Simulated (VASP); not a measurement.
HgTe (zincblende type), 2 atoms in the cell. The structure is cubic, space group F-43m (No. 216). Conventional cell: a = 5.662 Å, b = 5.662 Å, c = 5.662 Å, α = 90.00°, β = 90.00°, γ = 90.00°. Hg (site symmetry -43m) has 4 Te at 2.45 Å within 3.2 Å. Te (site symmetry -43m) has 4 Hg at 2.45 Å within 3.2 Å.  This cell differs from its parent crystal: volume scaled by 0.64.

```yaml
Program: VASP 6.6.1
Task: single point
Functional: r2SCAN
Potentials_or_basis: VASP PAW PBE potentials, release 64 (Hg, Te)
Cutoff: 520 eV
k_mesh: 12 × 12 × 12
Occupations: fermi-dirac, width 0.08 eV
Spin: no spin polarisation
Dipole_correction: no
Further_INCAR_settings: ALGO = Normal; EDIFF = 1e-07; NBANDS = 16
```

Potentials or basis: VASP PAW PBE potentials, release 64 (Hg, Te).

Command:

```console
$ cat potpaw_PBE.64/Hg/POTCAR potpaw_PBE.64/Te/POTCAR > POTCAR
$ cp INCAR.step1 INCAR
$ mpirun -np 1 vasp_std > vasp.out
$ cp INCAR.step2 INCAR
$ mpirun -np 1 vasp_std > vasp.out
```

Hardware: 1 thread of Intel(R) Xeon(R) Platinum 8259CL CPU @ 2.50GHz (Skylake/Cascade Lake) (shared host).

Q: Estimate the wall time of this run.

A: Wall time 3.6 min on 1 thread of Intel(R) Xeon(R) Platinum 8259CL CPU @ 2.50GHz (Skylake/Cascade Lake), on a shared host, peak memory 0.21 GiB. Counts: k points 72.
